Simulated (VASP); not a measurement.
# SbS (Pm-3m) in VASP: density of states with PBE

Aim: the density of states of SbS with PBE.

Program: VASP 6.6.1. These are calculated values, not measurements. Logs are shortened: lines on timing, memory, paths and dates and some standing lists are left out, and cuts for length are marked.

### 1 The cell of the first run

It takes space group Pm-3m (No. 221, cubic). The conventional cell has a = 3.486 Å, b = 3.486 Å, c = 3.486 Å, α = 90.00°, β = 90.00°, γ = 90.00°. Sb (site symmetry m-3m) has 8 S at 3.02 Å and 6 Sb at 3.49 Å within 4.0 Å. S (site symmetry m-3m) has 8 Sb at 3.02 Å and 6 S at 3.49 Å within 4.0 Å.

### 2 Density of states, PBE

POSCAR reads:

```
SbS
1.0
    3.4855411276      0.0000000000      0.0000000000
    0.0000000000      3.4855411276      0.0000000000
    0.0000000000      0.0000000000      3.4855411276
Sb S
1 1
Direct
    0.5000000000      0.5000000000      0.5000000000
    0.0000000000      0.0000000000      0.0000000000
```

INCAR.step1 reads:

```
SYSTEM = SbS
PREC = Accurate
ENCUT = 520
EDIFF = 1E-6
ISMEAR = 0
SIGMA = 0.1
LREAL = .False.
LASPH = .True.
NELM = 80
ALGO = Normal
ISIF = 2
LWAVE = .False.
LCHARG = .True.
GGA = PE
NBANDS = 12
```

KPOINTS.step1 reads:

```
Automatic mesh
0
Gamma
  16 16 16
  0 0 0
```

INCAR.step2 reads:

```
SYSTEM = SbS
PREC = Accurate
ENCUT = 520
EDIFF = 1E-6
ISMEAR = -5
SIGMA = 0.1
LREAL = .False.
LASPH = .True.
NELM = 80
ALGO = Normal
ISIF = 2
LWAVE = .False.
LCHARG = .False.
GGA = PE
LORBIT = 11
NBANDS = 12
NEDOS = 1001
ICHARG = 11
```

KPOINTS.step2 reads:

```
Automatic mesh
0
Gamma
  24 24 24
  0 0 0
```

Potentials or basis: VASP PAW PBE potentials, release 64 (Sb, S).

Started as:

```bash
$ cat potpaw_PBE.64/Sb/POTCAR potpaw_PBE.64/S/POTCAR > POTCAR
$ cp INCAR.step1 INCAR
$ cp KPOINTS.step1 KPOINTS
$ mpirun -np 1 vasp_std > vasp.out
$ cp INCAR.step2 INCAR
$ cp KPOINTS.step2 KPOINTS
$ mpirun -np 1 vasp_std > vasp.out
```

OUTCAR:

```text
SYSTEM = SbS
   PREC = Accurate
   ENCUT = 520
   EDIFF = 1E-6
   ISMEAR = -5
   LREAL = .False.
   LASPH = .True.
   NELM = 80
   ISIF = 2
   GGA = PE
   LORBIT = 11
   ICHARG = 11

 ion  position               nearest neighbor table
   1  0.500  0.500  0.500-   2 3.02   2 3.02   2 3.02   2 3.02   2 3.02   2 3.02   2 3.02   2 3.02

   2  0.000  0.000  0.000-   1 3.02   1 3.02   1 3.02   1 3.02   1 3.02   1 3.02   1 3.02   1 3.02

  LATTYP: Found a simple cubic cell.
 ALAT       =     3.4855411276

  Lattice vectors:

 A1 = (   3.4855411276,   0.0000000000,   0.0000000000)
 A2 = (   0.0000000000,   3.4855411276,   0.0000000000)
 A3 = (   0.0000000000,   0.0000000000,   3.4855411276)

Analysis of symmetry for initial positions (statically):
=====================================================================
 Subroutine PRICEL returns:
 Original cell was already a primitive cell.

 Routine SETGRP: Setting up the symmetry group for a
 simple cubic supercell.

 Subroutine GETGRP returns: Found 48 space group operations
 (whereof 48 operations were pure point group operations)
 out of a pool of 48 trial point group operations.

The static configuration has the point symmetry O_h .

Analysis of symmetry for dynamics (positions and initial velocities):
=====================================================================
 Subroutine PRICEL returns:
 Original cell was already a primitive cell.

 Routine SETGRP: Setting up the symmetry group for a
 simple cubic supercell.

 Subroutine GETGRP returns: Found 48 space group operations
 (whereof 48 operations were pure point group operations)
 out of a pool of 48 trial point group operations.

The dynamic configuration has the point symmetry O_h .

 Subroutine INISYM returns: Found 48 space group operations
 (whereof 48 operations are pure point group operations),
 and found     1 'primitive' translations

----------------------------------------------------------------------------------------

                                     Primitive cell

  volume of cell :      42.3458

  direct lattice vectors                    reciprocal lattice vectors
     3.485541128  0.000000000  0.000000000     0.286899498  0.000000000  0.000000000
     0.000000000  3.485541128  0.000000000     0.000000000  0.286899498  0.000000000
     0.000000000  0.000000000  3.485541128     0.000000000  0.000000000  0.286899498

  length of vectors
     3.485541128  3.485541128  3.485541128     0.286899498  0.286899498  0.286899498

  position of ions in fractional coordinates (direct lattice)
     0.500000000  0.500000000  0.500000000
     0.000000000  0.000000000  0.000000000

  ion indices of the primitive-cell ions
   primitive index   ion index
                 1           1
                 2           2

----------------------------------------------------------------------------------------

 KPOINTS: Automatic mesh

Automatic generation of k-mesh.
 Grid dimensions read from file:
 generate k-points for:   24   24   24

 Generating k-lattice:

  Cartesian coordinates                     Fractional coordinates (reciprocal lattice)
     0.011954146  0.000000000  0.000000000     0.041666667  0.000000000  0.000000000
     0.000000000  0.011954146  0.000000000     0.000000000  0.041666667  0.000000000
     0.000000000  0.000000000  0.011954146     0.000000000  0.000000000  0.041666667

  Length of vectors
     0.011954146  0.011954146  0.011954146

  Shift w.r.t. Gamma in fractional coordinates (k-lattice)
     0.000000000  0.000000000  0.000000000

 TETIRR: Found   6890 inequivalent tetrahedra from    82944

 Subroutine IBZKPT returns following result:
 ===========================================

 Found    455 irreducible k-points:

 Following reciprocal coordinates:
            Coordinates               Weight
  0.000000  0.000000  0.000000      1.000000
  0.041667  0.000000  0.000000      6.000000
  0.083333  0.000000  0.000000      6.000000
  0.125000  0.000000  0.000000      6.000000
  0.166667  0.000000  0.000000      6.000000
  0.208333  0.000000  0.000000      6.000000
[... 16 lines left out ...]
  0.416667  0.041667  0.000000     24.000000
  0.458333  0.041667  0.000000     24.000000
 [... further k-points ...]
   k-points           NKPTS =    455   k-points in BZ     NKDIM =    455   number of bands    NBANDS=     12
   number of dos      NEDOS =   1001   number of ions     NIONS =      2
   total plane-waves  NPLWV =  21952
   dimension x,y,z NGX =    28 NGY =   28 NGZ =   28
   dimension x,y,z NGXF=    56 NGYF=   56 NGZF=   56
   ions per type =               1   1
   NGX,Y,Z   is equivalent  to a cutoff of  13.35, 13.35, 13.35 a.u.
   NGXF,Y,Z  is equivalent  to a cutoff of  26.71, 26.71, 26.71 a.u.
 SYSTEM =  SbS
   PREC   = accura    normal or accurate (medium, high low for compatibility)
   ISTART =      0    job   : 0-new  1-cont  2-samecut
   ICHARG =     11    charge: 1-file 2-atom 10-const
   ISPIN  =      1    spin polarized calculation?
   LNONCOLLINEAR =      F non collinear calculations
   LSORBIT =      F    spin-orbit coupling
   LASPH  =      T    aspherical Exc in radial PAW
   ENCUT  =  520.0 eV  38.22 Ry    6.18 a.u.   6.48  6.48  6.48*2*pi/ulx,y,z
   NELM   =     80;   NELMIN=  2; NELMDL=  0     # of ELM steps
   EDIFF  = 0.1E-05   stopping-criterion for ELM
   LREAL  =      F    real-space projection
[... 7 lines left out ...]
   TEBEG  =    0.0;   TEEND  =   0.0 temperature during run
   PSTRESS=    0.0 pullay stress
   NELECT =      11.0000    total number of electrons
   NUPDOWN=      -1.0000    fix difference up-down
   EMIN   =  10.00;   EMAX   =-10.00  energy-range for DOS
   EFERMI =   0.00;   METHOD = LEGACY
   ISMEAR =    -5;   SIGMA  =   0.10  broadening in eV -4-tet -1-fermi 0-gaus
   EFERMI_NEDOS =   21; number of points for ismear=-14 and -15
   IALGO  =     38    algorithm
   IMIX   =      4    mixing-type and parameters
     AMIX     =   0.40;   BMIX     =  1.00
     AMIX_MAG =   1.60;   BMIX_MAG =  1.00
  volume/ion in A,a.u.               =      21.17       142.88
  Fermi-wavevector in a.u.,A,eV,Ry     =   1.044565  1.973942 14.845538  1.091116
  Thomas-Fermi vector in A             =   2.179323
   LORBIT       =     11    0 simple, 1 ext, 2 COOP (PROOUT), +10 PAW based schemes
   GGA     = PE    functional components
   LHFCALC =     F    Hartree Fock is set to
   AEXX    =    0.0000 exact exchange contribution
   IVDW    =     0    specifies the selected vdW correction
   LEPSILON=     F    determine dielectric tensor
   LRPA    =     F    only Hartree local field effects (RPA)
 non-spin polarized calculation
 Fermi weights with tetrahedron method with Bloechl corrections
  energy-cutoff  :      520.00
  volume of cell :       42.35
 maximum number of plane-waves:      1189
 NGX is ok and might be reduce to    28

 number of electron      11.0000002 magnetization

 Free energy of the ion-electron system (eV)
  ---------------------------------------------------
  ext. energy  EPLUGINS =         0.00000000
  ---------------------------------------------------
  free energy    TOTEN  =        -7.88908694 eV

  energy without entropy =       -7.88908694  energy(sigma->0) =       -7.88908694

 E-fermi :   8.5671     XC(G=0): -10.5876

 val. band max:        8.6146684317   @ k =   0.3750   0.0000   0.0000
 cond. band min:       8.5162423344   @ k =   0.2500   0.2083   0.0417
 fundamental gap:     -0.0984260973
 Fermi energy:         8.5671295867

 k-point     1 :       0.0000    0.0000    0.0000
  band No.  band energies     occupation
      1      -6.6532      2.00000
      2       0.7578      2.00000
      3       5.2950      2.00000
      4       5.2950      2.00000
      5       5.2950      2.00000
      6      11.8591      0.00000
      7      11.8591      0.00000
      8      13.0165      0.00000
      9      13.0165      0.00000
     10      13.0165      0.00000
     11      19.5701      0.00000
     12      19.5701      0.00000

 k-point     2 :       0.0417    0.0000    0.0000
  band No.  band energies     occupation
      1      -6.6358      2.00000
      2       0.7118      2.00000
      3       5.2839      2.00000
      4       5.3119      2.00000
      5       5.3119      2.00000
      6      11.8779      0.00000
      7      11.8804      0.00000
      8      12.9674      0.00000
      9      12.9674      0.00000
     10      13.0157      0.00000
     11      19.5515      0.00000
     12      19.5600      0.00000

 k-point     3 :       0.0833    0.0000    0.0000
  band No.  band energies     occupation
      1      -6.5837      2.00000
      2       0.5756      2.00000
      3       5.2595      2.00000
      4       5.3620      2.00000
      5       5.3620      2.00000
      6      11.8508      0.00000
      7      11.9340      0.00000
      8      12.8238      0.00000
      9      12.8238      0.00000
     10      13.1099      0.00000
     11      19.5113      0.00000
     12      19.5534      0.00000

 k-point     4 :       0.1250    0.0000    0.0000
  band No.  band energies     occupation
      1      -6.4975      2.00000
      2       0.3548      2.00000
      3       5.2430      2.00000
      4       5.4446      2.00000
      5       5.4446      2.00000
      6      11.6261      0.00000
      7      12.0274      0.00000
      8      12.5959      0.00000
      9      12.5959      0.00000
     10      13.4508      0.00000
     11      19.4825      0.00000
     12      19.4969      0.00000

 k-point     5 :       0.1667    0.0000    0.0000
  band No.  band energies     occupation
      1      -6.3786      2.00000
      2       0.0603      2.00000
      3       5.2567      2.00000
      4       5.5580      2.00000
      5       5.5580      2.00000
      6      11.2306      0.00000
      7      12.1581      0.00000
      8      12.2991      0.00000
      9      12.2991      0.00000
     10      14.0213      0.00000
     11      19.4365      0.00000
     12      19.4933      0.00000
[... 228 lines left out ...]
      1      -5.6166      2.00000
      2      -1.4820      2.00000
      3       5.4642      2.00000
      4       6.2550      2.00000
      5       6.5369      2.00000
      6       9.0015     -0.13479
      7      10.8254      0.00000
      8      10.8637      0.00000
      9      13.1527      0.00000
     10      16.8352      0.00000
     11      17.4638      0.00000
     12      19.5403      0.00000

 k-point    22 :       0.3750    0.0417    0.0000
  band No.  band energies     occupation
      1      -5.3971      2.00000
      2      -1.8545      2.00000
      3       5.6922      2.00000
      4       6.4432      2.00000
      5       6.7476      2.00000
      6       8.4965      1.50859
      7      10.4920      0.00000
      8      10.5313      0.00000
      9      13.4504      0.00000
     10      16.2803      0.00000
     11      18.4306      0.00000
     12      19.7584      0.00000

 k-point    23 :       0.4167    0.0417    0.0000
  band No.  band energies     occupation
      1      -5.1962      2.00000
      2      -2.1704      2.00000
      3       5.9379      2.00000
      4       6.6079      2.00000
      5       6.9476      2.00000
      6       8.0352      2.00691
      7      10.2190      0.00000
      8      10.2536      0.00000
      9      13.7724      0.00000
     10      15.7734      0.00000
     11      19.3788      0.00000
     12      19.9773      0.00000

 k-point    24 :       0.4583    0.0417    0.0000
  band No.  band energies     occupation
      1      -5.0476      2.00000
      2      -2.3900      2.00000
      3       6.1564      2.00000
      4       6.7238      2.00000
      5       7.1332      2.00000
      6       7.6407      2.00000
      7      10.0363      0.00000
      8      10.0647      0.00000
      9      14.0868      0.00000
     10      15.3479      0.00000
     11      20.1660      0.00000
     12      20.2155      0.00000

 [... further k-points ...]

------------------------ aborting loop because EDIFF is reached ----------------------------------------

  FORCE on cell =-STRESS in cart. coord.  units (eV):
  Direction    XX          YY          ZZ          XY          YZ          ZX
  --------------------------------------------------------------------------------------
  -------------------------------------------------------------------------------------
  Total       -0.1289517     -0.1289517     -0.1289517      0.0000000     -0.0000000     -0.0000000
  in kB       -4.8789557     -4.8789557     -4.8789557      0.0000000     -0.0000000     -0.0000000
  external PRESSURE =      -4.8789557 kB  Pullay stress =       0.0000000 kB

 VOLUME and BASIS-vectors are now :
 -----------------------------------------------------------------------------
  energy-cutoff  :      520.00
  volume of cell :       42.35
      direct lattice vectors                 reciprocal lattice vectors
     3.485541128  0.000000000  0.000000000     0.286899498  0.000000000  0.000000000
     0.000000000  3.485541128  0.000000000     0.000000000  0.286899498  0.000000000
     0.000000000  0.000000000  3.485541128     0.000000000  0.000000000  0.286899498

 POSITION                                       TOTAL-FORCE (eV/Angst)
 -----------------------------------------------------------------------------------
      1.74277      1.74277      1.74277         0.000000      0.000000      0.000000
      0.00000      0.00000      0.00000         0.000000      0.000000      0.000000
 -----------------------------------------------------------------------------------
    total drift:                               -0.000000      0.000000     -0.000000

  FREE ENERGIE OF THE ION-ELECTRON SYSTEM (eV)
  ---------------------------------------------------
  free  energy   TOTEN  =        -7.8890869380 eV

  energy  without entropy=       -7.8890869380  energy(sigma->0) =       -7.88908694

 total charge

# of ion       s       p       d       tot
------------------------------------------
    1        1.307   0.885   0.049   2.241
    2        1.385   2.224   0.000   3.609
--------------------------------------------------
tot          2.692   3.109   0.049   5.850
```

Run time: 2 min. Hardware: 1 thread of AMD EPYC 7R43 (Zen 3), shared host; peak memory 0.31 GiB.

Results:

```yaml
Valence_electrons_inside_the_program's_atomic_spheres: Sb 2.24; S 3.61
```

Caveat: spin-orbit coupling is left out, which moves the levels of the heavy elements; tetrahedron occupations give inexact forces and stress in metals.
